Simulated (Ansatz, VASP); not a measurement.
**Hg: VASP beside Ansatz**

```
Hg
1.0
     0.00000    3.55066    3.55066
     3.55066    0.00000    3.55066
     3.55066    3.55066    0.00000
Hg
1
Direct
  0.00000 0.00000 0.00000
```

Alike in both runs: task single point; functional RPBE; k mesh 9 × 9 × 9; occupations fermi-dirac, width 0.1 eV; no spin polarisation.

```csv
,VASP,Ansatz
version,VASP 6.6.1,Ansatz 0.2.0
potentials or method,"VASP PAW PBE potentials, release 64 (Hg), cutoff 520 eV","plane waves (420 eV) with PAW, scalar-relativistic"
valence electrons in the cell,12,20
```

VASP gave:

* pressure (GPa): 0.0

Problem. Which values does Ansatz return?

Solution. Pressure (GPa): 0.1.

VASP's potentials were made for PBE, not for RPBE. VASP's potentials hold 12 valence electrons a cell and Ansatz's 20, so a difference there can come from the potentials and not from the codes.

Spin-orbit coupling is off throughout.
